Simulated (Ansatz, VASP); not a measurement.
# BaCd3Se4 in VASP and in Ansatz

```
CELL_PARAMETERS angstrom
6.58207 0.00000 0.00000
0.00000 6.58207 0.00000
0.00000 0.00000 6.58207
ATOMIC_POSITIONS crystal
Ba 0.00000 0.00000 0.00000
Cd 0.50000 0.00000 0.00000
Cd 0.00000 0.50000 0.00000
Cd 0.00000 0.00000 0.50000
Se 0.25966 0.25966 0.25966
Se 0.25966 0.74034 0.74034
Se 0.74034 0.74034 0.25966
Se 0.74034 0.25966 0.74034
```

Change from the starting cell: species swapped into the VCu3S4 type (P-43m, No. 215).

Alike in both runs: functional PBE; k mesh 2 × 2 × 2; occupations gaussian, width 0.15 eV; no spin polarisation.

Ansatz relaxed the structure, and its values are those at the end. VASP's run is a single point on that final structure, the one shown.

```csv
,VASP,Ansatz
version,VASP 6.6.1,Ansatz 0.2.0
potentials or method,"VASP PAW PBE potentials, release 64 (Ba_sv, Cd, Se), cutoff 520 eV","scalar-relativistic, plane waves, PAW"
valence electrons in the cell,70,134
```

VASP gave:

| Item | Value |
| --- | --- |
| gap on the k mesh at the Fermi level (eV) | 0.93 |
| least direct gap on the mesh (eV) | 0.98 |
| pressure (GPa) | 0.7 |
| rms of the force components (eV/Å) | 0.077 |

What did Ansatz give for the same quantities?

gap on the k mesh at the Fermi level (eV): 0.89; least direct gap on the mesh (eV): 0.94; pressure (GPa): 0.3; rms of the force components (eV/Å): 0.038.

With one functional, cell and mesh, what is left measures potentials, basis and numerics. VASP's potentials hold 70 valence electrons a cell and Ansatz's 134, so a difference there can come from the potentials and not from the codes.

The k mesh is coarse, so the values compare programs but aren't converged. Spin-orbit coupling is off throughout.
